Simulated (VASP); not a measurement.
Set up this calculation in VASP 6.6.1, as the native input.

```yaml
Task: single point
Functional: PBE
Potentials_or_basis: VASP PAW PBE potentials, release 64 (Ga_d, C)
Cutoff: 520 eV
k_mesh: 7 × 7 × 7
Occupations: methfessel-paxton, width 0.1 eV
Spin: no spin polarisation
Dipole_correction: no
Further_INCAR_settings: ALGO = Normal; EDIFF = 1e-06; NBANDS = 20
```

The structure of GaC3 lies in POSCAR:

```
GaC3
1.0
    3.3171365546      0.0000000000      0.0000000000
    0.0000000000      3.3171365546      0.0000000000
    0.0000000000      0.0000000000      3.3171365546
Ga C
1 3
Direct
    0.0000000000      0.0000000000      0.0000000000
    0.0000000000      0.5000000000      0.5000000000
    0.5000000000      0.0000000000      0.5000000000
    0.5000000000      0.5000000000      0.0000000000
```

One way to write it, as run:

INCAR

```
SYSTEM = GaC3
PREC = Accurate
ENCUT = 520
EDIFF = 1E-6
ISMEAR = 1
SIGMA = 0.1
LREAL = .False.
LASPH = .True.
NELM = 60
ALGO = Normal
ISIF = 2
LWAVE = .False.
LCHARG = .False.
GGA = PE
NBANDS = 20
```

KPOINTS

```
Automatic mesh
0
Gamma
  7 7 7
  0 0 0
```

Potentials or basis: VASP PAW PBE potentials, release 64 (Ga_d, C).

Run with:

```console
$ cat potpaw_PBE.64/Ga_d/POTCAR potpaw_PBE.64/C/POTCAR > POTCAR
$ mpirun -np 1 vasp_std > vasp.out
```

It gave:

```
Pressure : 2.3 GPa
```

It took 17 s on 1 thread of AMD EPYC 7R13, on a shared host, peak memory 0.13 GiB.
